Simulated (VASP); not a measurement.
# AlIn3Sb2 (P6/mmm) in VASP: notebook

AlIn3Sb2 is run at these levels: PBE; tasks: single point, relaxation of cell and atoms.

Program: VASP 6.6.1. These are calculated values, not measurements. Logs are shortened: lines on timing, memory, paths and dates and some standing lists are left out, and cuts for length are marked.

## Step 1: The cell of the first run

It takes space group P6/mmm (No. 191, hexagonal). Conventional cell: a = 5.926 Å, b = 5.926 Å, c = 5.846 Å, α = 90.00°, β = 90.00°, γ = 120.00°. Al (site symmetry 6/mmm) has 6 Sb at 3.42 Å and 12 In at 4.16 Å within 4.5 Å. Within 3.9 Å of In (site symmetry mmm) lie 4 In at 2.96 Å and 4 Sb at 3.39 Å. Sb (site symmetry -6m2) has 6 In at 3.39 Å and 3 Al at 3.42 Å and 3 Sb at 3.42 Å within 4.5 Å.

The cell was generated, and may not be a known phase.

## Step 2: Single point, PBE

INCAR

```
PREC = Accurate
ENCUT = 520
EDIFF = 1E-6
ISMEAR = 0
SIGMA = 0.1
LREAL = F
LASPH = T
NELM = 60
ALGO = Fast
ISIF = 2
LWAVE = F
LCHARG = F
GGA = PE
NBANDS = 35
```

KPOINTS

```
regular mesh
0
Gamma
  6 6 8
```

POSCAR

```
AlIn3Sb2
1.0
    5.9260307338      0.0000000000      0.0000000000
   -2.9630153669      5.1320931591      0.0000000000
    0.0000000000      0.0000000000      5.8461199336
Al In Sb
1 3 2
Direct
    0.0000000000      0.0000000000      0.5000000000
    0.5000000000      0.0000000000      0.0000000000
    0.0000000000      0.5000000000      0.0000000000
    0.5000000000      0.5000000000      0.0000000000
    0.3333333333      0.6666666667      0.5000000000
    0.6666666667      0.3333333333      0.5000000000
```

Potentials or basis: VASP PAW PBE potentials, release 64 (Al, In_d, Sb).

The run is started by

```sh
cat potpaw_PBE.64/Al/POTCAR potpaw_PBE.64/In_d/POTCAR potpaw_PBE.64/Sb/POTCAR > POTCAR
mpirun -np 1 vasp_std > vasp.out
```

OUTCAR:

```text
PREC = Accurate
   ENCUT = 520
   EDIFF = 1E-6
   ISMEAR = 0
   LREAL = F
   LASPH = T
   NELM = 60
   ISIF = 2
   GGA = PE

 ion  position               nearest neighbor table
   1  0.000  0.000  0.500-   5 3.42   6 3.42   6 3.42   5 3.42   6 3.42   5 3.42
   2  0.500  0.000  0.000-   3 2.96   4 2.96   4 2.96   3 2.96   5 3.39   6 3.39   5 3.39   6 3.39

   3  0.000  0.500  0.000-   4 2.96   4 2.96   2 2.96   2 2.96   5 3.39   6 3.39   5 3.39   6 3.39

   4  0.500  0.500  0.000-   3 2.96   3 2.96   2 2.96   2 2.96   5 3.39   6 3.39   5 3.39   6 3.39

   5  0.333  0.667  0.500-   3 3.39   3 3.39   2 3.39   2 3.39   4 3.39   4 3.39   1 3.42   6 3.42
                             6 3.42   1 3.42   1 3.42   6 3.42
   6  0.667  0.333  0.500-   3 3.39   3 3.39   2 3.39   2 3.39   4 3.39   4 3.39   5 3.42   1 3.42
                             5 3.42   1 3.42   1 3.42   5 3.42

  LATTYP: Found a hexagonal cell.
 ALAT       =     5.9260307338
 C/A-ratio  =     0.9865152910

  Lattice vectors:

 A1 = (   5.9260307338,   0.0000000000,   0.0000000000)
 A2 = (  -2.9630153669,   5.1320931591,   0.0000000000)
 A3 = (   0.0000000000,   0.0000000000,   5.8461199336)

Analysis of symmetry for initial positions (statically):
=====================================================================
 Subroutine PRICEL returns:
 Original cell was already a primitive cell.

 Routine SETGRP: Setting up the symmetry group for a
 hexagonal supercell.

 Subroutine GETGRP returns: Found 24 space group operations
 (whereof 24 operations were pure point group operations)
 out of a pool of 24 trial point group operations.

The static configuration has the point symmetry D_6h.

Analysis of symmetry for dynamics (positions and initial velocities):
=====================================================================
 Subroutine PRICEL returns:
 Original cell was already a primitive cell.

 Routine SETGRP: Setting up the symmetry group for a
 hexagonal supercell.

 Subroutine GETGRP returns: Found 24 space group operations
 (whereof 24 operations were pure point group operations)
 out of a pool of 24 trial point group operations.

The dynamic configuration has the point symmetry D_6h.

 Subroutine INISYM returns: Found 24 space group operations
 (whereof 24 operations are pure point group operations),
[... 103 lines left out ...]
   NELM   =     60;   NELMIN=  2; NELMDL= -5     # of ELM steps
   EDIFF  = 0.1E-05   stopping-criterion for ELM
   LREAL  =      F    real-space projection
   EDIFFG = 0.1E-04   stopping-criterion for IOM
   NSW    =      0    number of steps for IOM
   IBRION =     -1    ionic relax: 0-MD 1-quasi-New 2-CG
   NFREE  =      0    steps in history (QN), initial steepest desc. (CG)
   ISIF   =      2    stress and relaxation
   ISYM   =      2    0-nonsym 1-usesym 2-fastsym
   POTIM  = 0.5000    time-step for ionic-motion
   TEBEG  =    0.0;   TEEND  =   0.0 temperature during run
   PSTRESS=    0.0 pullay stress
   NELECT =      52.0000    total number of electrons
   NUPDOWN=      -1.0000    fix difference up-down
   EMIN   =  10.00;   EMAX   =-10.00  energy-range for DOS
   EFERMI =   0.00;   METHOD = LEGACY
   ISMEAR =     0;   SIGMA  =   0.10  broadening in eV -4-tet -1-fermi 0-gaus
   EFERMI_NEDOS =   21; number of points for ismear=-14 and -15
   IALGO  =     68    algorithm
   IMIX   =      4    mixing-type and parameters
     AMIX     =   0.40;   BMIX     =  1.00
     AMIX_MAG =   1.60;   BMIX_MAG =  1.00
  volume/ion in A,a.u.               =      29.63       199.97
  Fermi-wavevector in a.u.,A,eV,Ry     =   1.086677  2.053522 16.066676  1.180867
  Thomas-Fermi vector in A             =   2.222819
   LORBIT       =      0    0 simple, 1 ext, 2 COOP (PROOUT), +10 PAW based schemes
   GGA     = PE    functional components
   LHFCALC =     F    Hartree Fock is set to
   AEXX    =    0.0000 exact exchange contribution
   IVDW    =     0    specifies the selected vdW correction
   LEPSILON=     F    determine dielectric tensor
   LRPA    =     F    only Hartree local field effects (RPA)
 non-spin polarized calculation
 RMM-DIIS sequential band-by-band and
 Gauss-broadening in eV      SIGMA  =   0.10
  energy-cutoff  :      520.00
  volume of cell :      177.80
 maximum number of plane-waves:      4810
 NGX is ok and might be reduce to    48

 number of electron      51.9999997 magnetization

 Free energy of the ion-electron system (eV)
  ---------------------------------------------------
  ext. energy  EPLUGINS =         0.00000000
  ---------------------------------------------------
  free energy    TOTEN  =       -17.61304420 eV

  energy without entropy =      -17.59224278  energy(sigma->0) =      -17.60264349

 E-fermi :   6.0703     XC(G=0):  -9.3737

 val. band max:        6.0600503786   @ k =   0.1667   0.1667   0.3750
 cond. band min:       6.0783665092   @ k =   0.5000  -0.0000   0.0000
 fundamental gap:      0.0183161305
 Fermi energy:         6.0703222798

 k-point     1 :       0.0000    0.0000    0.0000
  band No.  band energies     occupation
      1      -9.0653      2.00000
      2      -8.8997      2.00000
      3      -8.8997      2.00000
      4      -8.7704      2.00000
      5      -8.6153      2.00000
      6      -8.5629      2.00000
[... 901 lines left out ...]
     34       9.6003      0.00000
     35      10.4520      0.00000

 [... further k-points ...]

------------------------ aborting loop because EDIFF is reached ----------------------------------------

  FORCE on cell =-STRESS in cart. coord.  units (eV):
  Direction    XX          YY          ZZ          XY          YZ          ZX
  --------------------------------------------------------------------------------------
  -------------------------------------------------------------------------------------
  Total       -0.0263173     -0.0263173     -0.0384070      0.0000000     -0.0000000      0.0000000
  in kB       -0.2371513     -0.2371513     -0.3460950      0.0000000     -0.0000000      0.0000000
  external PRESSURE =      -0.2734658 kB  Pullay stress =       0.0000000 kB

 VOLUME and BASIS-vectors are now :
 -----------------------------------------------------------------------------
  energy-cutoff  :      520.00
  volume of cell :      177.80
      direct lattice vectors                 reciprocal lattice vectors
     5.926030734  0.000000000  0.000000000     0.168747015  0.097426135  0.000000000
    -2.963015367  5.132093159  0.000000000     0.000000000  0.194852270  0.000000000
     0.000000000  0.000000000  5.846119934     0.000000000  0.000000000  0.171053624

 POSITION                                       TOTAL-FORCE (eV/Angst)
 -----------------------------------------------------------------------------------
      0.00000      0.00000      2.92306        -0.000000     -0.000000      0.000000
      2.96302      0.00000      0.00000        -0.000000     -0.000000      0.000000
     -1.48151      2.56605      0.00000        -0.000000     -0.000000      0.000000
      1.48151      2.56605      0.00000        -0.000000     -0.000000      0.000000
     -0.00000      3.42140      2.92306         0.000000     -0.000000      0.000000
      2.96302      1.71070      2.92306         0.000000      0.000000      0.000000
 -----------------------------------------------------------------------------------
    total drift:                               -0.000000      0.000000      0.000000

  FREE ENERGIE OF THE ION-ELECTRON SYSTEM (eV)
  ---------------------------------------------------
  free  energy   TOTEN  =       -17.6130442049 eV

  energy  without entropy=      -17.5922427783  energy(sigma->0) =      -17.60264349
```

OSZICAR:

```text
N       E                     dE             d eps       ncg     rms          rms(c)
DAV:   1     0.446299897930E+03    0.44630E+03   -0.22639E+04  2450   0.159E+03
DAV:   2     0.274086267570E+02   -0.41889E+03   -0.40976E+03  2520   0.403E+02
DAV:   3    -0.156969617726E+02   -0.43106E+02   -0.42080E+02  2975   0.148E+02
DAV:   4    -0.176867797568E+02   -0.19898E+01   -0.19748E+01  2868   0.329E+01
DAV:   5    -0.177846184157E+02   -0.97839E-01   -0.97810E-01  3835   0.677E+00    0.524E+00
RMM:   6    -0.176450559497E+02    0.13956E+00   -0.14962E-01  2708   0.334E+00    0.292E+00
RMM:   7    -0.176129714409E+02    0.32085E-01   -0.12512E-01  2805   0.243E+00    0.431E-01
RMM:   8    -0.176122227345E+02    0.74871E-03   -0.18099E-02  2993   0.129E+00    0.136E-01
RMM:   9    -0.176128341341E+02   -0.61140E-03   -0.73995E-03  3905   0.537E-01    0.242E-01
RMM:  10    -0.176131602582E+02   -0.32612E-03   -0.17864E-03  3523   0.298E-01    0.584E-01
RMM:  11    -0.176130084797E+02    0.15178E-03   -0.15361E-03  2772   0.376E-01    0.880E-02
RMM:  12    -0.176130453438E+02   -0.36864E-04   -0.40551E-04  3778   0.122E-01    0.549E-02
RMM:  13    -0.176130520256E+02   -0.66818E-05   -0.87862E-05  4034   0.491E-02    0.633E-02
RMM:  14    -0.176130515915E+02    0.43415E-06   -0.14121E-05  3219   0.198E-02    0.503E-02
RMM:  15    -0.176130442284E+02    0.73631E-05   -0.17716E-05  3015   0.369E-02    0.133E-02
RMM:  16    -0.176130442049E+02    0.23460E-07   -0.28710E-06  2061   0.103E-02
   1 F= -.17613044E+02 E0= -.17602643E+02  d E =-.208014E-01
```

stdout:

```text
POSCAR found type information on POSCAR AlInSb
 POSCAR found :  3 types and       6 ions
 scaLAPACK will be used
 LDA part: xc-table for (Slater+PW92), standard interpolation
 POSCAR, INCAR and KPOINTS ok, starting setup
 FFT: planning ... GRIDC
 FFT: planning ... GRID_SOFT
 FFT: planning ... GRID
 WAVECAR not read
 entering main loop
```

Run time: 5.6 min. Hardware: 1 thread of Intel Xeon 8259CL, shared host; peak memory 0.44 GiB.

Results:

```yaml
Free_energy: -17.6130 eV
Pressure: 0.0 GPa
Band_gap_on_the_k_mesh: zero (bands 26 and 27 overlap by 2.04 eV)
```

Caveat: spin-orbit coupling is left out, which moves the levels of the heavy elements.

## Step 3: Relaxation of cell and atoms, PBE

This run uses another cell than the first one, of the same volume but with other edges.

INCAR

```
ALGO     = Normal         # electronic algorithm
EDIFF    = 1E-6           # SCF threshold, eV
EDIFFG   = -0.04          # ionic threshold
ENCUT    = 600            # plane-wave cutoff, eV
GGA      = PE             # functional
IBRION   = 2              # ionic algorithm
ISIF     = 3              # what is computed and relaxed
ISMEAR   = 0              # smearing method
LASPH    = T              # aspherical terms in the spheres
LCHARG   = F              # write CHGCAR
LREAL    = F              # projectors in reciprocal space
LWAVE    = F              # write WAVECAR
NELM     = 100            # most SCF steps
NSW      = 90             # ionic steps
PREC     = Accurate       # precision mode
SIGMA    = 0.1            # smearing width, eV
```

KPOINTS

```
k-points
0
Gamma
  3 3 4
```

POSCAR

```
AlIn3Sb2
1.0
    6.1692080500      0.0000000000      0.0000000000
   -3.0846040300      5.3426908900      0.0000000000
    0.0000000000      0.0000000000      5.4005863500
Al In Sb
1 3 2
Direct
    0.0000000000      0.0000000000      0.5000000000
    0.5000000000      0.0000000000      0.0000000000
    0.0000000000      0.5000000000      0.0000000000
    0.5000000000      0.5000000000      0.0000000000
    0.3333333300      0.6666666700      0.5000000000
    0.6666666700      0.3333333300      0.5000000000
```

Potentials or basis: VASP PAW PBE potentials, release 64 (Al, In_d, Sb).

The run is started by

```sh
cat potpaw_PBE.64/Al/POTCAR potpaw_PBE.64/In_d/POTCAR potpaw_PBE.64/Sb/POTCAR > POTCAR
mpirun -np 1 vasp_std > vasp.out
```

It took 5.8 min on 1 thread of Intel Xeon 8259CL, shared host; peak memory 0.39 GiB.

Results (log left out):

| Property | Result |
| --- | --- |
| Free energy | -17.9507 eV |
| Relaxed volume | 29.27 Å³/atom |
| Relaxed cell | a = 5.957 Å, b = 5.957 Å, c = 5.716 Å, α = 90.00°, β = 90.00°, γ = 120.00° |
| Space group after relaxing (to 0.1 Å) | P6/mmm (No. 191) |
| Energy gained by relaxing | 29.0 meV/atom |
| Ionic steps | 6 |
| Pressure after relaxing | -0.1 GPa |
| Band gap on the k mesh | zero (bands 26 and 27 overlap by 1.94 eV) |

The path:
```tsv
step	energy change (eV)	largest force (eV/Å)	pressure (GPa)	volume (Å³)
1	0.0000	0.0000	-0.37	178.00
2	-0.1140	0.0000	-0.23	176.15
3	-0.1724	0.0000	0.29	174.08
4	-0.1724	0.0000	0.36	173.82
5	-0.1726	0.0000	0.32	173.93
6	-0.1741	0.0000	-0.05	175.64
```

Final structure:
```yaml
crystal:
  lattice:
    - [5.95664, 0.00000, 0.00000]
    - [-2.97832, 5.15860, 0.00000]
    - [0.00000, 0.00000, 5.71612]
  atoms:
    - { symbol: Al, position: [0.00000, 0.00000, 0.50000] }
    - { symbol: In, position: [0.50000, 0.00000, 0.00000] }
    - { symbol: In, position: [0.00000, 0.50000, 0.00000] }
    - { symbol: In, position: [0.50000, 0.50000, 0.00000] }
    - { symbol: Sb, position: [0.33333, 0.66667, 0.50000] }
    - { symbol: Sb, position: [0.66667, 0.33333, 0.50000] }
```

Levels at points of the mesh, in eV from the Fermi level:
```
           k point  band 23  band 24  band 25  band 26  band 27  band 28  band 29  band 30
(0.00, 0.00, 0.00)    -2.23    -2.23    -1.93    -0.43    -0.08    -0.08     1.18     1.18
(0.00, 0.00, 0.50)    -2.41    -2.41    -1.39    -1.39    -0.64    -0.64     0.53     1.09
```

Caveat: the k points lie up to 0.41 Å⁻¹ apart in the final cell, too coarse for converged energies and pressures of a metal; spin-orbit coupling is left out, which moves the levels of the heavy elements.

## Step 4: Relaxation of cell and atoms, PBE

INCAR

```
ALGO = Fast
EDIFF = 1E-6
EDIFFG = -0.01
ENCUT = 600
GGA = PE
IBRION = 2
ISIF = 3
ISMEAR = 0
LASPH = True
LCHARG = False
LREAL = False
LWAVE = False
NELM = 60
NSW = 100
PREC = Accurate
SIGMA = 0.1
```

KPOINTS

```
k-points
0
Gamma
  6 6 8
```

POSCAR

```
AlIn3Sb2
1.0
    5.9374023668      0.0000000000      0.0000000000
   -2.9687011834      5.1419412821      0.0000000000
    0.0000000000      0.0000000000      5.8144395907
Al In Sb
1 3 2
Direct
    0.0000000000      0.0000000000      0.5000000000
    0.5000000000      0.0000000000      0.0000000000
    0.0000000000      0.5000000000      0.0000000000
    0.5000000000      0.5000000000      0.0000000000
    0.3333333333      0.6666666667      0.5000000000
    0.6666666667      0.3333333333      0.5000000000
```

The run is started by

```sh
cat potpaw_PBE.64/Al/POTCAR potpaw_PBE.64/In_d/POTCAR potpaw_PBE.64/Sb/POTCAR > POTCAR
mpirun -np 1 vasp_std > vasp.out
```

It took 8.8 min on 1 thread of Intel Xeon 8259CL, shared host; peak memory 0.49 GiB.

Results (log left out):

```yaml
Free_energy: -17.6131 eV
Relaxed_volume: 29.61 Å³/atom
Relaxed_cell: a = 5.924 Å, b = 5.924 Å, c = 5.846 Å, α = 90.00°, β = 90.00°, γ = 120.00°
Space_group_after_relaxing_to_0.1_Å: P6/mmm (No. 191)
Energy_gained_by_relaxing: 0.1 meV/atom
Ionic_steps: 3
Pressure_after_relaxing: 0.0 GPa
Band_gap_on_the_k_mesh: zero (bands 26 and 27 overlap by 2.04 eV)
```

The path:
```
step  energy change (eV)  largest force (eV/Å)  pressure (GPa)  volume (Å³)
   1              0.0000                0.0000            0.01       177.51
   2             -0.0003                0.0000            0.03       177.55
   3             -0.0006                0.0000            0.01       177.64
```

Final structure:
```yaml
crystal:
  lattice:
    - [5.92360, 0.00000, 0.00000]
    - [-2.96180, 5.12999, 0.00000]
    - [0.00000, 0.00000, 5.84568]
  atoms:
    - { symbol: Al, position: [0.00000, 0.00000, 0.50000] }
    - { symbol: In, position: [0.50000, 0.00000, 0.00000] }
    - { symbol: In, position: [0.00000, 0.50000, 0.00000] }
    - { symbol: In, position: [0.50000, 0.50000, 0.00000] }
    - { symbol: Sb, position: [0.33333, 0.66667, 0.50000] }
    - { symbol: Sb, position: [0.66667, 0.33333, 0.50000] }
```

Levels at points of the mesh, in eV from the Fermi level:
```
           k point  band 23  band 24  band 25  band 26  band 27  band 28  band 29  band 30
(0.00, 0.00, 0.00)    -2.23    -2.23    -2.02    -0.39    -0.29    -0.29     0.99     0.99
(0.50, 0.00, 0.00)    -2.41    -1.26    -0.66    -0.11     0.01     0.79     0.94     1.58
(0.00, 0.00, 0.50)    -2.30    -2.30    -1.51    -1.51    -0.60    -0.60     0.16     0.85
(0.50, 0.00, 0.50)    -2.19    -0.05    -0.04     0.68     1.20     1.21     2.02     2.51
```

Caveat: spin-orbit coupling is left out, which moves the levels of the heavy elements.

## Step 5: Overview

| task | cell | k mesh | cutoff (eV) | gap on the mesh (eV) | pressure (GPa) | relaxed volume (Å³/atom) |
| --- | --- | --- | --- | --- | --- | --- |
| single point | a = 5.926, b = 5.926, c = 5.846 Å, angles 90.0, 90.0, 120.0°, 6 atoms | 6 × 6 × 8 | 520 | none | 0.0 | - |
| relaxation of cell and atoms | relaxed from a = 6.169, b = 6.169, c = 5.401 Å, angles 90.0, 90.0, 120.0°, 6 atoms | 3 × 3 × 4 | 600 | none | -0.1 | 29.27 |
| relaxation of cell and atoms | relaxed from a = 5.937, b = 5.937, c = 5.814 Å, angles 90.0, 90.0, 120.0°, 6 atoms | 6 × 6 × 8 | 600 | none | 0.0 | 29.61 |

Alike in all rows: level PBE; potentials or basis VASP PAW PBE potentials, release 64 (Al, In_d, Sb); no spin polarisation; smearing gaussian 0.1 eV.

Caveats: some runs use coarse meshes; spin-orbit coupling is left out, which moves the levels of the heavy elements.

Total energies depend on the potentials used, so only differences within one code and one set of settings carry meaning.

The gap in the log of VASP goes by the Fermi energy; the results here count the filled bands.